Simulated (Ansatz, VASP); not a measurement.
# One calculation of Al3P5, two programs

```xyz
8
Lattice="5.4923 0.0000 0.0000 0.0000 5.4923 0.0000 0.0000 0.0000 5.4923" Properties=species:S:1:pos:R:3 pbc="T T T"
Al    2.7461    0.0000    0.0000
Al    0.0000    2.7461    0.0000
Al    0.0000    0.0000    2.7461
P     0.0000    2.7461    2.7461
P     2.7461    0.0000    2.7461
P     2.7461    2.7461    0.0000
P     2.7461    2.7461    2.7461
P     0.0000    0.0000    0.0000
```

Alike in both runs: task relaxation of cell and atoms; functional PBE; k mesh 4 × 4 × 4; occupations gaussian, width 0.1 eV; no spin polarisation.

```csv
,VASP,Ansatz
version,VASP 6.6.1,Ansatz 0.2.0
potentials or method,"VASP PAW PBE potentials, release 64 (Al, P), cutoff 600 eV","scalar-relativistic, plane waves, PAW"
valence electrons in the cell,34,34
```

Ansatz gave:

* gap on the k mesh at the Fermi level, each at its own relaxed structure (eV): none
* relaxed volume (Å³/atom): 16.09
* relaxed cell length with the largest relative difference (Å): 5.049

Task: Which values does VASP return?

Result: gap on the k mesh at the Fermi level, each at its own relaxed structure (eV): none; relaxed volume (Å³/atom): 16.05; relaxed cell length with the largest relative difference (Å): 5.045.

A gap of «none» marks a metal or a gap that the smearing closes.

Noted on VASP's run: the volume moved by over 15 % at a fixed basis, so the end points are rough.
